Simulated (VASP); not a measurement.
# MgZn2O3 (P-3m1) in VASP: further runs

The runs below take MgZn2O3 through relaxation of cell and atoms, single point, with r2SCAN, PBEsol.

Everything below comes from runs of VASP 6.6.1. Logs are shortened: lines on timing, memory, paths and dates and some standing lists are left out, and cuts for length are marked.

### 1 The cell of the first run

The structure is trigonal, space group P-3m1 (No. 164). The conventional cell has a = 3.048 Å, b = 3.048 Å, c = 7.438 Å, α = 90.00°, β = 90.00°, γ = 120.00°. Mg (site symmetry -3m) has 6 O at 2.13 Å within 2.8 Å. Within 2.9 Å of Zn (site symmetry 3m) lie 6 O at 2.16 to 2.17 Å. Within 2.8 Å of O (site symmetry 3m) lie 3 Mg at 2.13 Å and 3 Zn at 2.17 Å. O (site symmetry -3m) has 6 Zn at 2.16 Å within 2.9 Å.

### 2 Relaxation of cell and atoms, r2SCAN

File POSCAR:

```
MgZn2O3
1.0
    3.0479093966      0.0000000000      0.0000000000
   -1.5239546983      2.6395669659      0.0000000000
    0.0000000000      0.0000000000      7.4380249392
Mg Zn O
1 2 3
Direct
    0.0000000000      0.0000000000      0.0000000000
    0.3333333333      0.6666666667      0.6686375893
    0.6666666667      0.3333333333      0.3313624107
    0.3333333333      0.6666666667      0.1605454555
    0.6666666667      0.3333333333      0.8394545445
    0.0000000000      0.0000000000      0.5000000000
```

File INCAR.step1:

```
SYSTEM = MgZn2O3
PREC = Accurate
ENCUT = 600
ISMEAR = -1
SIGMA = 0.02
LREAL = .False.
LASPH = .True.
NELM = 100
GGA = PE
ALGO = Normal
EDIFF = 1E-4
LWAVE = .True.
LCHARG = .False.
```

File INCAR.step2:

```
SYSTEM = MgZn2O3
PREC = Accurate
ENCUT = 600
EDIFF = 1E-7
ISMEAR = -1
SIGMA = 0.02
LREAL = .False.
LASPH = .True.
NELM = 100
ALGO = Normal
ISIF = 3
LWAVE = .False.
LCHARG = .False.
METAGGA = R2SCAN
LMIXTAU = .True.
IBRION = 2
NSW = 80
EDIFFG = -0.005
ISTART = 1
```

File KPOINTS:

```
Automatic mesh
0
Gamma
  12 12 4
  0 0 0
```

Potentials or basis: VASP PAW PBE potentials, release 64 (Mg, Zn, O).

Run with:

```console
> cat potpaw_PBE.64/Mg/POTCAR potpaw_PBE.64/Zn/POTCAR potpaw_PBE.64/O/POTCAR > POTCAR
> cp INCAR.step1 INCAR
> mpirun -np 1 vasp_std > vasp.out
> cp INCAR.step2 INCAR
> mpirun -np 1 vasp_std > vasp.out
```

OUTCAR:

```text
SYSTEM = MgZn2O3
   PREC = Accurate
   ENCUT = 600
   EDIFF = 1E-7
   ISMEAR = -1
   LREAL = .False.
   LASPH = .True.
   NELM = 100
   ISIF = 3
   METAGGA = R2SCAN
   IBRION = 2
   NSW = 80
   EDIFFG = -0.005
   ISTART = 1

 ion  position               nearest neighbor table
   1  0.000  0.000  0.000-   4 2.13   5 2.13   5 2.13   4 2.13   5 2.13   4 2.13   2 3.03   3 3.03
                             2 3.03   3 3.03   3 3.03   2 3.03
   2  0.333  0.667  0.669-   6 2.16   6 2.16   6 2.16   5 2.17   5 2.17   5 2.17   1 3.03   1 3.03
                             1 3.03
   3  0.667  0.333  0.331-   6 2.16   6 2.16   6 2.16   4 2.17   4 2.17   4 2.17   1 3.03   1 3.03
                             1 3.03
   4  0.333  0.667  0.161-   1 2.13   1 2.13   1 2.13   3 2.17   3 2.17   3 2.17
   5  0.667  0.333  0.839-   1 2.13   1 2.13   1 2.13   2 2.17   2 2.17   2 2.17
   6  0.000  0.000  0.500-   2 2.16   3 2.16   3 2.16   2 2.16   3 2.16   2 2.16

  LATTYP: Found a hexagonal cell.
 ALAT       =     3.0479093966
 C/A-ratio  =     2.4403694373

  Lattice vectors:

 A1 = (   3.0479093966,   0.0000000000,   0.0000000000)
 A2 = (  -1.5239546983,   2.6395669659,   0.0000000000)
 A3 = (   0.0000000000,   0.0000000000,   7.4380249392)

Analysis of symmetry for initial positions (statically):
=====================================================================
 Subroutine PRICEL returns:
 Original cell was already a primitive cell.

 Routine SETGRP: Setting up the symmetry group for a
 hexagonal supercell.

 Subroutine GETGRP returns: Found 12 space group operations
 (whereof 12 operations were pure point group operations)
 out of a pool of 24 trial point group operations.

The static configuration has the point symmetry D_3d.

Analysis of symmetry for dynamics (positions and initial velocities):
=====================================================================
 Subroutine PRICEL returns:
 Original cell was already a primitive cell.

 Routine SETGRP: Setting up the symmetry group for a
 hexagonal supercell.

 Subroutine GETGRP returns: Found 12 space group operations
 (whereof 12 operations were pure point group operations)
 out of a pool of 24 trial point group operations.

The dynamic configuration has the point symmetry D_3d.

 Subroutine INISYM returns: Found 12 space group operations
 (whereof 12 operations are pure point group operations),
 and found     1 'primitive' translations

[... 107 lines left out ...]
   NFREE  =      1    steps in history (QN), initial steepest desc. (CG)
   ISIF   =      3    stress and relaxation
   ISYM   =      2    0-nonsym 1-usesym 2-fastsym
   POTIM  = 0.5000    time-step for ionic-motion
   TEBEG  =    0.0;   TEEND  =   0.0 temperature during run
   PSTRESS=    0.0 pullay stress
   NELECT =      44.0000    total number of electrons
   NUPDOWN=      -1.0000    fix difference up-down
   EMIN   =  10.00;   EMAX   =-10.00  energy-range for DOS
   EFERMI =   0.00;   METHOD = LEGACY
   ISMEAR =    -1;   SIGMA  =   0.02  broadening in eV -4-tet -1-fermi 0-gaus
   EFERMI_NEDOS =   21; number of points for ismear=-14 and -15
   IALGO  =     38    algorithm
   IMIX   =      4    mixing-type and parameters
     AMIX     =   0.40;   BMIX     =  1.00
     AMIX_MAG =   1.60;   BMIX_MAG =  1.00
  volume/ion in A,a.u.               =       9.97        67.30
  Fermi-wavevector in a.u.,A,eV,Ry     =   1.477616  2.792289 29.706269  2.183349
  Thomas-Fermi vector in A             =   2.591998
   LORBIT       =      0    0 simple, 1 ext, 2 COOP (PROOUT), +10 PAW based schemes
   METAGGA = R2SCAN    functional components
   LHFCALC =     F    Hartree Fock is set to
   AEXX    =    0.0000 exact exchange contribution
   IVDW    =     0    specifies the selected vdW correction
   LEPSILON=     F    determine dielectric tensor
   LRPA    =     F    only Hartree local field effects (RPA)
 conjugate gradient relaxation of ions
 non-spin polarized calculation
  energy-cutoff  :      600.00
  volume of cell :       59.84
 maximum number of plane-waves:      2040
   NGX = 13   NGY = 13   NGZ = 29

--------------------------------------- Ionic step        1  -------------------------------------------

 number of electron      44.0000029 magnetization

 Free energy of the ion-electron system (eV)
  ---------------------------------------------------
  ext. energy  EPLUGINS =         0.00000000
  ---------------------------------------------------
  free energy    TOTEN  =       -52.03332975 eV

  energy without entropy =      -52.03332975  energy(sigma->0) =      -52.03332975

------------------------ aborting loop because EDIFF is reached ----------------------------------------

  FORCE on cell =-STRESS in cart. coord.  units (eV):
  Direction    XX          YY          ZZ          XY          YZ          ZX
  --------------------------------------------------------------------------------------
  -------------------------------------------------------------------------------------
  Total       -2.5310249     -2.5310249     -2.4662137      0.0000000      0.0000000     -0.0000000
  in kB      -67.7664327    -67.7664327    -66.0311589      0.0000000      0.0000000     -0.0000000
  external PRESSURE =     -67.1880081 kB  Pullay stress =       0.0000000 kB
[... 227 lines left out ...]
--------------------------------------- Ionic step        7  -------------------------------------------

 number of electron      44.0000002 magnetization

 Free energy of the ion-electron system (eV)
  ---------------------------------------------------
  ext. energy  EPLUGINS =         0.00000000
  ---------------------------------------------------
  free energy    TOTEN  =       -52.08626443 eV

  energy without entropy =      -52.08626443  energy(sigma->0) =      -52.08626443

 E-fermi :   3.0744     XC(G=0): -12.6330

 val. band max:        2.6350111229   @ k =   0.0000   0.0000   0.0000
 cond. band min:       5.2286210791   @ k =   0.0000   0.0000   0.0000
 fundamental gap:      2.5936099562
 Fermi energy:         3.0743542693

 k-point     1 :       0.0000    0.0000    0.0000
  band No.  band energies     occupation
      1     -16.5973      2.00000
      2     -15.7175      2.00000
      3     -15.5758      2.00000
      4      -3.7149      2.00000
      5      -2.8797      2.00000
      6      -2.7888      2.00000
[... 685 lines left out ...]
     25      10.7168      0.00000
     26      13.7143      0.00000

 [... further k-points ...]

------------------------ aborting loop because EDIFF is reached ----------------------------------------

  FORCE on cell =-STRESS in cart. coord.  units (eV):
  Direction    XX          YY          ZZ          XY          YZ          ZX
  --------------------------------------------------------------------------------------
  -------------------------------------------------------------------------------------
  Total        0.0010467      0.0010467      0.0037603      0.0000000      0.0000000      0.0000000
  in kB        0.0291630      0.0291630      0.1047660      0.0000000      0.0000000      0.0000000
  external PRESSURE =       0.0543640 kB  Pullay stress =       0.0000000 kB
[... 21 lines left out ...]
  FREE ENERGIE OF THE ION-ELECTRON SYSTEM (eV)
  ---------------------------------------------------
  free  energy   TOTEN  =       -52.0862644330 eV

  energy  without entropy=      -52.0862644330  energy(sigma->0) =      -52.08626443

 reached required accuracy - stopping structural energy minimisation
```

OSZICAR.step1:

```text
N       E                     dE             d eps       ncg     rms          rms(c)
DAV:   1     0.424845708217E+03    0.42485E+03   -0.24762E+04  3628   0.255E+03
DAV:   2     0.150179782262E+02   -0.40983E+03   -0.39753E+03  3990   0.505E+02
DAV:   3    -0.326871993903E+02   -0.47705E+02   -0.47127E+02  4092   0.175E+02
DAV:   4    -0.340320162575E+02   -0.13448E+01   -0.13403E+01  4306   0.305E+01
DAV:   5    -0.340465818030E+02   -0.14566E-01   -0.14555E-01  4182   0.313E+00    0.145E+01
DAV:   6    -0.289550023271E+02    0.50916E+01   -0.19787E+01  6072   0.849E+01    0.865E+00
DAV:   7    -0.292738895608E+02   -0.31889E+00   -0.47262E+00  3860   0.191E+01    0.555E+00
DAV:   8    -0.292895345572E+02   -0.15645E-01   -0.14217E+00  5420   0.125E+01    0.201E+00
DAV:   9    -0.291920051776E+02    0.97529E-01   -0.36098E-01  6224   0.111E+01    0.352E-01
DAV:  10    -0.291966366249E+02   -0.46314E-02   -0.74131E-02  3806   0.192E+00    0.132E-01
DAV:  11    -0.291965061092E+02    0.13052E-03   -0.19735E-03  5300   0.465E-01    0.537E-02
DAV:  12    -0.291965287716E+02   -0.22662E-04   -0.42754E-04  3836   0.210E-01
   1 F= -.29196529E+02 E0= -.29196529E+02  d E =-.310604E-11
```

Run time: 66 min. Hardware: 1 thread of AMD EPYC 7R43 (Zen 3), shared host; peak memory 0.25 GiB.

What came out:

| Item | Value |
| --- | --- |
| Free energy | -52.0863 eV |
| Relaxed volume | 9.58 Å³/atom |
| Relaxed cell | a = 3.007 Å, b = 3.007 Å, c = 7.346 Å, α = 90.00°, β = 90.00°, γ = 120.00° |
| Space group after relaxing (to 0.1 Å) | P-3m1 (No. 164) |
| Energy gained by relaxing | 8.8 meV/atom |
| Ionic steps | 7 |
| Pressure after relaxing | 0.0 GPa |
| Band gap on the k mesh | 2.59 eV |

The path:
```
step  energy change (eV)  largest force (eV/Å)  pressure (GPa)  volume (Å³)
   1              0.0000                0.0272           -6.72        59.84
   2             -0.0387                0.0716            4.13        56.29
   3             -0.0529                0.0352            0.23        57.44
   4             -0.0529                0.0329           -0.02        57.52
   5             -0.0529                0.0126           -0.01        57.52
   6             -0.0529                0.0167           -0.01        57.51
   7             -0.0529                0.0008            0.01        57.51
```

Final structure:
```
CELL_PARAMETERS angstrom
3.00657 0.00000 0.00000
-1.50329 2.60377 0.00000
0.00000 0.00000 7.34585
ATOMIC_POSITIONS crystal
Mg 0.00000 0.00000 0.00000
Zn 0.33333 0.66667 0.66886
Zn 0.66667 0.33333 0.33114
O 0.33333 0.66667 0.16032
O 0.66667 0.33333 0.83968
O 0.00000 0.00000 0.50000
```

Levels at points of the mesh, in eV from the valence-band top:
| k point | band 18 | band 19 | band 20 | band 21 | band 22 | band 23 | band 24 | band 25 | band 26 |
| --- | --- | --- | --- | --- | --- | --- | --- | --- | --- |
| (0.00, 0.00, 0.00) | -1.03 | -0.95 | -0.95 | 0.00 | 0.00 | 2.59 | 6.36 | 6.57 | 11.46 |
| (0.50, 0.00, 0.00) | -2.46 | -1.64 | -1.20 | -0.72 | -0.33 | 6.14 | 7.82 | 8.29 | 9.99 |
| (0.00, 0.00, 0.50) | -1.31 | -0.59 | -0.59 | -0.11 | -0.11 | 3.87 | 4.95 | 6.95 | 11.53 |
| (0.50, 0.00, 0.50) | -2.25 | -2.13 | -1.57 | -0.16 | -0.12 | 6.54 | 6.90 | 8.25 | 10.46 |

Caveat: the PAW data sets were made with another functional, which shifts forces and pressure a little.

### 3 Single point, PBEsol

This run uses another cell than the first one, of 9.58 Å³/atom.

File INCAR:

```
  ALGO = Normal
  EDIFF = 1E-6
  ENCUT = 520
  GGA = PS
  ISIF = 2
  ISMEAR = -1
  LASPH = True
  LCHARG = False
  LREAL = False
  LWAVE = False
  NBANDS = 31
  NELM = 100
  PREC = Accurate
  SIGMA = 0.02
```

File KPOINTS:

```
k-points
0
Gamma
  12 12 4
```

File POSCAR:

```
MgZn2O3
1.0
    3.0088124745      0.0000000000      0.0000000000
   -1.5044062372      2.6057080381      0.0000000000
    0.0000000000      0.0000000000      7.3342160505
Mg Zn O
1 2 3
Direct
    0.0000000000      0.0000000000      0.0000000000
    0.3333333333      0.6666666667      0.6682293500
    0.6666666667      0.3333333333      0.3317706500
    0.3333333333      0.6666666667      0.1617356100
    0.6666666667      0.3333333333      0.8382643900
    0.0000000000      0.0000000000      0.5000000000
```

Potentials or basis: VASP PAW PBE potentials, release 64 (Mg, Zn, O).

Run with:

```console
> cat potpaw_PBE.64/Mg/POTCAR potpaw_PBE.64/Zn/POTCAR potpaw_PBE.64/O/POTCAR > POTCAR
> mpirun -np 1 vasp_std > vasp.out
```

Run time: 47 s. Hardware: 1 thread of Intel Xeon 6975P-C (Granite Rapids), shared host; peak memory 0.25 GiB.

The run converged. Its results:

```yaml
Free_energy: -31.5004 eV
Pressure: 0.6 GPa
Largest_force: 0.074 eV/Å
Band_gap_on_the_k_mesh: 1.85 eV
```

Forces in eV/Å, atoms in the order of the input:
```
Mg   0.000  0.000  0.000
Zn   0.000  0.000  0.008
Zn   0.000  0.000 -0.008
O    0.000  0.000 -0.074
O    0.000  0.000  0.074
O    0.000  0.000  0.000
```

Levels at points of the mesh, in eV from the valence-band top:
| k point | band 19 | band 20 | band 21 | band 22 | band 23 | band 24 | band 25 | band 26 |
| --- | --- | --- | --- | --- | --- | --- | --- | --- |
| (0.00, 0.00, 0.00) | -0.94 | -0.94 | 0.00 | 0.00 | 1.85 | 5.52 | 5.61 | 10.49 |
| (0.50, 0.00, 0.00) | -1.67 | -1.20 | -0.73 | -0.32 | 5.26 | 6.92 | 7.36 | 9.06 |
| (0.00, 0.00, 0.50) | -0.59 | -0.59 | -0.10 | -0.10 | 3.22 | 4.12 | 5.97 | 10.46 |
| (0.50, 0.00, 0.50) | -2.14 | -1.55 | -0.15 | -0.11 | 5.68 | 5.98 | 7.32 | 9.48 |

Caveat: the PAW data sets were made with another functional, which shifts forces and pressure a little.

(Part 1 of 3 ends here.)
